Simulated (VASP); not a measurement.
## GaN: single point with r2SCAN

The system is GaN.

```
CELL_PARAMETERS angstrom
3.13981 0.00000 0.00000
-1.56991 2.71916 0.00000
0.00000 0.00000 5.11438
ATOMIC_POSITIONS crystal
Ga 0.33333 0.66667 0.99917
Ga 0.66667 0.33333 0.49917
N 0.33333 0.66667 0.37583
N 0.66667 0.33333 0.87583
```

This cell differs from its parent crystal: volume scaled by 0.96.

- Program: VASP 6.6.1
- Task: single point
- Functional: r2SCAN
- Potentials or basis: VASP PAW PBE potentials, release 64 (Ga_d, N)
- Cutoff: 520 eV
- k mesh: 8 × 8 × 6
- Occupations: gaussian, width 0.05 eV
- Spin: no spin polarisation
- Dipole correction: no
- Further INCAR settings: ALGO = Normal; EDIFF = 1e-07; NBANDS = 26

```yaml
Pressure: 10.0 GPa
Largest_force: 0.007 eV/Å
Band_gap_on_the_k_mesh: 2.63 eV, direct
```

Forces on the atoms (eV/Å):
```
Ga   0.000  0.000  0.007
Ga   0.000  0.000  0.007
N    0.000  0.000 -0.007
N    0.000  0.000 -0.007
```

Stress tensor (GPa, compression positive):
```
10.11  0.00  0.00
 0.00 10.11  0.00
 0.00  0.00  9.82
```

Levels at points of the mesh, in eV from the valence-band top:
| k point | band 14 | band 15 | band 16 | band 17 | band 18 | band 19 | band 20 | band 21 | band 22 | band 23 |
| --- | --- | --- | --- | --- | --- | --- | --- | --- | --- | --- |
| (0.00, 0.00, 0.00) | -1.12 | -1.12 | -0.04 | 0.00 | 0.00 | 2.63 | 5.10 | 10.21 | 10.84 | 10.84 |
| (0.50, 0.00, 0.00) | -5.55 | -4.49 | -2.99 | -2.36 | -1.09 | 5.71 | 6.35 | 6.69 | 9.71 | 11.28 |
| (0.00, 0.00, 0.50) | -4.01 | -0.57 | -0.57 | -0.57 | -0.57 | 5.04 | 5.04 | 9.41 | 9.41 | 11.36 |
| (0.50, 0.00, 0.50) | -6.95 | -2.11 | -2.11 | -2.05 | -2.05 | 5.03 | 5.03 | 8.68 | 8.68 | 11.04 |

Run time: 2.3 min on 1 thread of Intel(R) Xeon(R) Platinum 8259CL CPU @ 2.50GHz (Skylake/Cascade Lake), on a shared host, peak memory 0.18 GiB.

Caveat: the PAW data sets were made with another functional, which shifts forces and pressure a little.
